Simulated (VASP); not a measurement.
Sb, 1 atom in the cell. The structure is cubic, space group Im-3m (No. 229). The conventional cell has a = 3.743 Å, b = 3.743 Å, c = 3.743 Å, α = 90.00°, β = 90.00°, γ = 90.00°. Sb (site symmetry m-3m) has 14 Sb at 3.24 to 3.74 Å within 4.3 Å. 

| Property | Result |
| --- | --- |
| Program | VASP 6.6.1 |
| Task | relaxation of cell and atoms |
| Functional | BLYP |
| Potentials or basis | VASP PAW PBE potentials, release 64 (Sb) |
| Cutoff | 600 eV |
| k mesh | 10 × 10 × 10 |
| Occupations | fermi-dirac, width 0.05 eV |
| Spin | no spin polarisation |
| Dipole correction | no |
| Further INCAR settings | ALGO = Normal; EDIFF = 1e-06; IBRION = 2; EDIFFG = -0.01; NSW = 60; ISIF = 3 |

Potentials or basis: VASP PAW PBE potentials, release 64 (Sb).

The run is started by

```bash
$ cat potpaw_PBE.64/Sb/POTCAR > POTCAR
$ mpirun -np 1 vasp_std > vasp.out
```

Hardware: 1 thread of Intel Xeon 8259CL (shared host).

Q: How long does it take, and how much memory?

A: Wall time 89 s on 1 thread of Intel Xeon 8259CL, on a shared host, peak memory 0.17 GiB. Counts: scf iterations 30, k points 47, ion steps 5.
